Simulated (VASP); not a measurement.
A run of VASP 6.6.1 is set up as follows.

File INCAR:

```
PREC     = Accurate       # precision mode
ENCUT    = 520            # plane-wave cutoff, eV
EDIFF    = 1E-6           # SCF threshold, eV
ISMEAR   = 0              # smearing method
SIGMA    = 0.05           # smearing width, eV
LREAL    = F              # projectors in reciprocal space
LASPH    = T              # aspherical terms in the spheres
NELM     = 80             # most SCF steps
ALGO     = Normal         # electronic algorithm
ISIF     = 2              # what is computed and relaxed
LWAVE    = F              # write WAVECAR
LCHARG   = T              # write CHGCAR
GGA      = PS             # functional
LELF     = T              # ELF
LVHAR    = T            
NBANDS   = 17             # bands
```

Contents of KPOINTS:

```
regular mesh
0
Gamma
  8 8 8
```

File POSCAR:

```
SnTe
1.0
    0.0000000000      3.1669885396      3.1669885396
    3.1669885396      0.0000000000      3.1669885396
    3.1669885396      3.1669885396      0.0000000000
Sn Te
1 1
Direct
    0.5000000000      0.5000000000      0.5000000000
    0.0000000000      0.0000000000      0.0000000000
```

Potentials or basis: VASP PAW PBE potentials, release 64 (Sn_d, Te).

Run with:

```console
$ cat potpaw_PBE.64/Sn_d/POTCAR potpaw_PBE.64/Te/POTCAR > POTCAR
$ mpirun -np 1 vasp_std > vasp.out
```

(1) Estimate the pressure.

(2) Predict the band gap on the k mesh.

## Answers

(1) -1.0 GPa.

(2) 0.10 eV, direct.

Caveat: the PAW data sets were made with another functional, which shifts forces and pressure a little; spin-orbit coupling is left out, which moves the levels of the heavy elements.
